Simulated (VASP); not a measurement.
A run of VASP 6.6.1 is set up as follows.

Contents of INCAR:

```
ALGO = Normal ; EDIFF = 1E-6
ENCUT = 520 ; GGA = PE
ISIF = 2 ; ISMEAR = -1
ISPIN = 2 ; LASPH = T
LCHARG = F ; LMAXMIX = 4
LORBIT = 11 ; LREAL = F
LWAVE = F ; MAGMOM = 0.95
NBANDS = 15 ; NELM = 150
NUPDOWN = 0.95 ; PREC = Accurate
SIGMA = 0.1
```

KPOINTS

```
k-points
0
Gamma
  13 13 13
```

Contents of POSCAR:

```
Ni
1.0
    0.0000000000      1.7701000000      1.7701000000
    1.7701000000      0.0000000000      1.7701000000
    1.7701000000      1.7701000000      0.0000000000
Ni
1
Direct
    0.0000000000      0.0000000000      0.0000000000
```

Potentials or basis: VASP PAW PBE potentials, release 64 (Ni).

Run with:

```sh
$ cat potpaw_PBE.64/Ni/POTCAR > POTCAR
$ mpirun -np 1 vasp_std > vasp.out
```

Problem. What does it give for the pressure?

Solution. -0.6 GPa.

Caveat: the total moment is fixed, so each spin has its own Fermi level.
